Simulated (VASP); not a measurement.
Wanted: the native input for a VASP 6.6.1 run.

```yaml
Task: single point
Functional: PBE
Potentials_or_basis: VASP PAW PBE potentials, release 64 (Cd, S)
Cutoff: 520 eV
k_mesh: 10 × 10 × 10
Occupations: gaussian, width 0.05 eV
Spin: no spin polarisation
Dipole_correction: no
Further_INCAR_settings: ALGO = Normal; EDIFF = 1e-06; NBANDS = 16
```

The structure of CdS lies in POSCAR:

```
CdS
1.0
    0.3651219792      3.1035368232      3.1035368232
    3.1035368232      0.3651219792      3.1035368232
    3.1035368232      3.1035368232      0.3651219792
Cd S
1 1
Direct
    0.0000000000      0.0000000000      0.0000000000
    0.7500000000      0.7500000000      0.7500000000
```

This cell differs from its parent crystal: ratio of the length along [111] to the lengths across it x 1.2, volume and fractional coordinates fixed.

These files were run (other wordings do the same):

INCAR

```
SYSTEM = CdS
ALGO     = Normal         ! electronic algorithm
EDIFF    = 1E-6           ! SCF threshold, eV
ENCUT    = 520            ! plane-wave cutoff, eV
GGA      = PE             ! functional
ISIF     = 2              ! what is computed and relaxed
ISMEAR   = 0              ! smearing method
LASPH    = .True.         ! aspherical terms in the spheres
LCHARG   = .False.        ! write CHGCAR
LREAL    = .False.        ! projectors in reciprocal space
LWAVE    = .False.        ! write WAVECAR
NBANDS   = 16             ! bands
NELM     = 60             ! most SCF steps
PREC     = Accurate       ! precision mode
SIGMA    = 0.05           ! smearing width, eV
```

KPOINTS

```
k-points
0
Gamma
  10 10 10
  0 0 0
```

Potentials or basis: VASP PAW PBE potentials, release 64 (Cd, S).

Command:

```bash
$ cat potpaw_PBE.64/Cd/POTCAR potpaw_PBE.64/S/POTCAR > POTCAR
$ mpirun -np 1 vasp_std > vasp.out
```

It gave:

```
Pressure               : 6.7 GPa
Largest force          : 0.931 eV/Å
Band gap on the k mesh : 0.73 eV
```

Caveat: the cell stands under pressure.

Wall time 2.4 min on 1 thread of Intel(R) Xeon(R) Platinum 8375C CPU @ 2.90GHz (Ice Lake), with other jobs on the host, peak memory 0.26 GiB.
